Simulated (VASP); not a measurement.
# Rh (P6_3/mmc) in VASP: single point with PBEsol

Aim: the single point of Rh with PBEsol.

Everything below comes from runs of VASP 6.6.1. Logs are shortened: lines on timing, memory, paths and dates and some standing lists are left out, and cuts for length are marked.

### Step 1. The cell of the first run

It takes space group P6_3/mmc (No. 194, hexagonal). The conventional cell has a = 2.692 Å, b = 2.692 Å, c = 8.798 Å, α = 90.00°, β = 90.00°, γ = 120.00°. Rh (site symmetry -3m) has 12 Rh at 2.69 Å within 3.5 Å. Within 3.5 Å of Rh (site symmetry -6m2) lie 12 Rh at 2.69 Å.

### Step 2. Single point, PBEsol

INCAR reads:

```
SYSTEM = Rh
ALGO = Normal
EDIFF = 1E-6
ENCUT = 520
GGA = PS
ISIF = 2
ISMEAR = -1
LASPH = .TRUE.
LCHARG = .FALSE.
LREAL = .FALSE.
LWAVE = .FALSE.
NBANDS = 38
NELM = 60
PREC = Accurate
SIGMA = 0.1
```

KPOINTS reads:

```
k-points
0
G
  11 11 3
  0 0 0
```

POSCAR reads:

```
Rh
1.0
    2.6917450000      0.0000000000      0.0000000000
   -1.3458725000      2.3311195505      0.0000000000
    0.0000000000      0.0000000000      8.7980700000
Rh
4
Direct
    0.0000000000      0.0000000000      0.0000000000
    0.3333330000      0.6666670000      0.2500000000
    0.0000000000      0.0000000000      0.5000000000
    0.6666670000      0.3333330000      0.7500000000
```

Potentials or basis: VASP PAW PBE potentials, release 64 (Rh_pv).

Command:

```console
$ cat potpaw_PBE.64/Rh_pv/POTCAR > POTCAR
$ mpirun -np 1 vasp_std > vasp.out
```

OUTCAR:

```text
SYSTEM = Rh
   EDIFF = 1E-6
   ENCUT = 520
   GGA = PS
   ISIF = 2
   ISMEAR = -1
   LASPH = .TRUE.
   LREAL = .FALSE.
   NELM = 60
   PREC = Accurate

 ion  position               nearest neighbor table
   1  0.000  0.000  0.000-   2 2.69   4 2.69   2 2.69   4 2.69   4 2.69   2 2.69
   2  0.333  0.667  0.250-   1 2.69   3 2.69   1 2.69   3 2.69   1 2.69   3 2.69
   3  0.000  0.000  0.500-   2 2.69   4 2.69   2 2.69   4 2.69   4 2.69   2 2.69
   4  0.667  0.333  0.750-   1 2.69   3 2.69   1 2.69   3 2.69   1 2.69   3 2.69

  LATTYP: Found a hexagonal cell.
 ALAT       =     2.6917450000
 C/A-ratio  =     3.2685376958

  Lattice vectors:

 A1 = (   2.6917450000,   0.0000000000,   0.0000000000)
 A2 = (  -1.3458725000,   2.3311195505,   0.0000000000)
 A3 = (   0.0000000000,   0.0000000000,   8.7980700000)

Analysis of symmetry for initial positions (statically):
=====================================================================
 Subroutine PRICEL returns:
 Original cell was already a primitive cell.

 Routine SETGRP: Setting up the symmetry group for a
 hexagonal supercell.

 Subroutine GETGRP returns: Found 24 space group operations
 (whereof 12 operations were pure point group operations)
 out of a pool of 24 trial point group operations.

The static configuration has the point symmetry D_3d.
 The point group associated with its full space group is D_6h.

Analysis of symmetry for dynamics (positions and initial velocities):
=====================================================================
 Subroutine PRICEL returns:
 Original cell was already a primitive cell.

 Routine SETGRP: Setting up the symmetry group for a
 hexagonal supercell.

 Subroutine GETGRP returns: Found 24 space group operations
 (whereof 12 operations were pure point group operations)
 out of a pool of 24 trial point group operations.

The dynamic configuration has the point symmetry D_3d.
 The point group associated with its full space group is D_6h.

 Subroutine INISYM returns: Found 24 space group operations
 (whereof 12 operations are pure point group operations),
 and found     1 'primitive' translations

----------------------------------------------------------------------------------------

                                     Primitive cell

  volume of cell :      55.2059

  direct lattice vectors                    reciprocal lattice vectors
     2.691745000  0.000000000  0.000000000     0.371506216  0.214489214  0.000000000
    -1.345872500  2.331119550  0.000000000     0.000000000  0.428978428  0.000000000
     0.000000000  0.000000000  8.798070000     0.000000000  0.000000000  0.113661292

  length of vectors
     2.691745000  2.691745000  8.798070000     0.428978428  0.428978428  0.113661292

  position of ions in fractional coordinates (direct lattice)
     0.000000000  0.000000000  0.000000000
     0.333333000  0.666667000  0.250000000
     0.000000000  0.000000000  0.500000000
     0.666667000  0.333333000  0.750000000

  ion indices of the primitive-cell ions
   primitive index   ion index
                 1           1
                 2           2
                 3           3
                 4           4

----------------------------------------------------------------------------------------

 KPOINTS: k-points

Automatic generation of k-mesh.
 Grid dimensions read from file:
 generate k-points for:   11   11    3

 Generating k-lattice:

  Cartesian coordinates                     Fractional coordinates (reciprocal lattice)
     0.033773292  0.019499019  0.000000000     0.090909091  0.000000000  0.000000000
     0.000000000  0.038998039  0.000000000     0.000000000  0.090909091  0.000000000
     0.000000000  0.000000000  0.037887097     0.000000000  0.000000000  0.333333333

  Length of vectors
     0.038998039  0.038998039  0.037887097

  Shift w.r.t. Gamma in fractional coordinates (k-lattice)
     0.000000000  0.000000000  0.000000000

 Subroutine IBZKPT returns following result:
 ===========================================

 Found     32 irreducible k-points:

 Following reciprocal coordinates:
            Coordinates               Weight
  0.000000  0.000000  0.000000      1.000000
  0.090909 -0.000000  0.000000      6.000000
  0.181818 -0.000000  0.000000      6.000000
  0.272727 -0.000000  0.000000      6.000000
  0.363636  0.000000  0.000000      6.000000
  0.454545  0.000000  0.000000      6.000000
[... 16 lines left out ...]
  0.090909  0.090909  0.333333     12.000000
  0.181818  0.090909  0.333333     24.000000
 [... further k-points ...]
   k-points           NKPTS =     32   k-points in BZ     NKDIM =     32   number of bands    NBANDS=     38
   number of dos      NEDOS =    301   number of ions     NIONS =      4
   total plane-waves  NPLWV =  28000
   dimension x,y,z NGX =    20 NGY =   20 NGZ =   70
   dimension x,y,z NGXF=    40 NGYF=   40 NGZF=  140
   ions per type =               4
   NGX,Y,Z   is equivalent  to a cutoff of  12.35, 12.35, 13.23 a.u.
   NGXF,Y,Z  is equivalent  to a cutoff of  24.70, 24.70, 26.45 a.u.
 SYSTEM =  Rh
   PREC   = accura    normal or accurate (medium, high low for compatibility)
   ISTART =      0    job   : 0-new  1-cont  2-samecut
   ICHARG =      2    charge: 1-file 2-atom 10-const
   ISPIN  =      1    spin polarized calculation?
   LNONCOLLINEAR =      F non collinear calculations
   LSORBIT =      F    spin-orbit coupling
   LASPH  =      T    aspherical Exc in radial PAW
   ENCUT  =  520.0 eV  38.22 Ry    6.18 a.u.   5.00  5.00 16.36*2*pi/ulx,y,z
   NELM   =     60;   NELMIN=  2; NELMDL= -5     # of ELM steps
   EDIFF  = 0.1E-05   stopping-criterion for ELM
   LREAL  =      F    real-space projection
   EDIFFG = 0.1E-04   stopping-criterion for IOM
   NSW    =      0    number of steps for IOM
   IBRION =     -1    ionic relax: 0-MD 1-quasi-New 2-CG
   NFREE  =      0    steps in history (QN), initial steepest desc. (CG)
   ISIF   =      2    stress and relaxation
   ISYM   =      2    0-nonsym 1-usesym 2-fastsym
   POTIM  = 0.5000    time-step for ionic-motion
   TEBEG  =    0.0;   TEEND  =   0.0 temperature during run
   PSTRESS=    0.0 pullay stress
   NELECT =      60.0000    total number of electrons
   NUPDOWN=      -1.0000    fix difference up-down
   EMIN   =  10.00;   EMAX   =-10.00  energy-range for DOS
   EFERMI =   0.00;   METHOD = LEGACY
   ISMEAR =    -1;   SIGMA  =   0.10  broadening in eV -4-tet -1-fermi 0-gaus
   EFERMI_NEDOS =   21; number of points for ismear=-14 and -15
   IALGO  =     38    algorithm
   IMIX   =      4    mixing-type and parameters
     AMIX     =   0.40;   BMIX     =  1.00
     AMIX_MAG =   1.60;   BMIX_MAG =  1.00
  volume/ion in A,a.u.               =      13.80        93.14
  Fermi-wavevector in a.u.,A,eV,Ry     =   1.683178  3.180745 38.546489  2.833087
  Thomas-Fermi vector in A             =   2.766425
   LORBIT       =      0    0 simple, 1 ext, 2 COOP (PROOUT), +10 PAW based schemes
   GGA     = PS    functional components
   LHFCALC =     F    Hartree Fock is set to
   AEXX    =    0.0000 exact exchange contribution
   IVDW    =     0    specifies the selected vdW correction
   LEPSILON=     F    determine dielectric tensor
   LRPA    =     F    only Hartree local field effects (RPA)
 non-spin polarized calculation
  energy-cutoff  :      520.00
  volume of cell :       55.21
 maximum number of plane-waves:      1513
 NGX is ok and might be reduce to    20
   NGX =  9   NGY =  9   NGZ = 33

 number of electron      59.9999994 magnetization

 Free energy of the ion-electron system (eV)
  ---------------------------------------------------
  ext. energy  EPLUGINS =         0.00000000
  ---------------------------------------------------
  free energy    TOTEN  =       -32.54297118 eV

  energy without entropy =      -32.34757500  energy(sigma->0) =      -32.44527309

 E-fermi :  11.7110     XC(G=0): -14.1924

 val. band max:       11.7083854080   @ k =   0.3636   0.2727   0.3333
 cond. band min:      11.7214074372   @ k =   0.1818   0.0909   0.3333
 fundamental gap:      0.0130220292
 Fermi energy:        11.7109965546

 k-point     1 :       0.0000    0.0000    0.0000
  band No.  band energies     occupation
      1     -35.3604      2.00000
      2     -35.0062      2.00000
      3     -35.0024      2.00000
      4     -34.7291      2.00000
      5     -34.7291      2.00000
      6     -34.6852      2.00000
[... 30 lines left out ...]
     37      20.1926      0.00000
     38      26.0572      0.00000

 k-point     2 :       0.0909   -0.0000    0.0000
  band No.  band energies     occupation
      1     -35.3415      2.00000
      2     -35.0117      2.00000
      3     -35.0075      2.00000
      4     -34.7730      2.00000
      5     -34.7432      2.00000
      6     -34.7193      2.00000
[... 30 lines left out ...]
     37      20.1461      0.00000
     38      26.3687      0.00000

 k-point     3 :       0.1818   -0.0000    0.0000
  band No.  band energies     occupation
      1     -35.2887      2.00000
      2     -35.0456      2.00000
      3     -35.0370      2.00000
      4     -34.8860      2.00000
      5     -34.8156      2.00000
      6     -34.7800      2.00000
[... 30 lines left out ...]
     37      20.0485      0.00000
     38      26.8099      0.00000

 k-point     4 :       0.2727   -0.0000    0.0000
  band No.  band energies     occupation
      1     -35.2184      2.00000
      2     -35.1420      2.00000
      3     -35.1122      2.00000
      4     -35.0265      2.00000
      5     -34.9700      2.00000
      6     -34.8333      2.00000
[... 30 lines left out ...]
     37      20.0174      0.00000
     38      24.4569      0.00000
[... 703 lines left out ...]
      4     -35.2308      2.00000
      5     -34.9695      2.00000
      6     -34.9167      2.00000
[... 30 lines left out ...]
     37      20.7287      0.00000
     38      20.7904      0.00000

 k-point    23 :       0.0909    0.0909    0.3333
  band No.  band energies     occupation
      1     -35.2685      2.00000
      2     -35.1668      2.00000
      3     -34.8915      2.00000
      4     -34.8349      2.00000
      5     -34.8066      2.00000
      6     -34.8024      2.00000
[... 30 lines left out ...]
     37      21.5953      0.00000
     38      24.4115      0.00000

 k-point    24 :       0.1818    0.0909    0.3333
  band No.  band energies     occupation
      1     -35.2212      2.00000
      2     -35.1659      2.00000
      3     -35.0082      2.00000
      4     -34.9468      2.00000
      5     -34.9357      2.00000
      6     -34.8836      2.00000
[... 30 lines left out ...]
     37      21.9261      0.00000
     38      24.7951      0.00000

 [... further k-points ...]

------------------------ aborting loop because EDIFF is reached ----------------------------------------

  FORCE on cell =-STRESS in cart. coord.  units (eV):
  Direction    XX          YY          ZZ          XY          YZ          ZX
  --------------------------------------------------------------------------------------
  -------------------------------------------------------------------------------------
  Total       -1.6617800     -1.6617800     -2.1376974      0.0000000      0.0000000      0.0000000
  in kB      -48.2278882    -48.2278882    -62.0398774      0.0000000      0.0000000      0.0000000
  external PRESSURE =     -52.8318846 kB  Pullay stress =       0.0000000 kB

 VOLUME and BASIS-vectors are now :
 -----------------------------------------------------------------------------
  energy-cutoff  :      520.00
  volume of cell :       55.21
      direct lattice vectors                 reciprocal lattice vectors
     2.691745000  0.000000000  0.000000000     0.371506216  0.214489214  0.000000000
    -1.345872500  2.331119550  0.000000000     0.000000000  0.428978428  0.000000000
     0.000000000  0.000000000  8.798070000     0.000000000  0.000000000  0.113661292

 POSITION                                       TOTAL-FORCE (eV/Angst)
 -----------------------------------------------------------------------------------
      0.00000      0.00000      0.00000         0.000000     -0.000000     -0.000000
     -0.00000      1.55408      2.19952        -0.000000      0.000000     -0.000000
      0.00000      0.00000      4.39903         0.000000     -0.000000     -0.000000
      1.34587      0.77704      6.59855         0.000000      0.000000      0.000000
 -----------------------------------------------------------------------------------
    total drift:                                0.000000     -0.000000      0.000000

  FREE ENERGIE OF THE ION-ELECTRON SYSTEM (eV)
  ---------------------------------------------------
  free  energy   TOTEN  =       -32.5429711794 eV

  energy  without entropy=      -32.3475750022  energy(sigma->0) =      -32.44527309
```

Wall time 25 s (1 thread of Intel Xeon 6975P-C (Granite Rapids), shared host); peak memory 0.19 GiB.

What came out:

```
Free energy            : -32.5430 eV
Pressure               : -5.3 GPa
Band gap on the k mesh : zero (band 30 reaches 12.33 eV, above the bottom of band 31 at 10.70 eV)
```

Levels at points of the mesh, in eV from the Fermi level:
| k point | band 27 | band 28 | band 29 | band 30 | band 31 | band 32 | band 33 | band 34 |
| --- | --- | --- | --- | --- | --- | --- | --- | --- |
| (0.00, 0.00, 0.00) | -2.63 | -1.43 | -1.43 | -0.84 | -0.84 | -0.35 | -0.35 | 0.43 |

Caveat: the PAW data sets were made with another functional, which shifts forces and pressure a little.
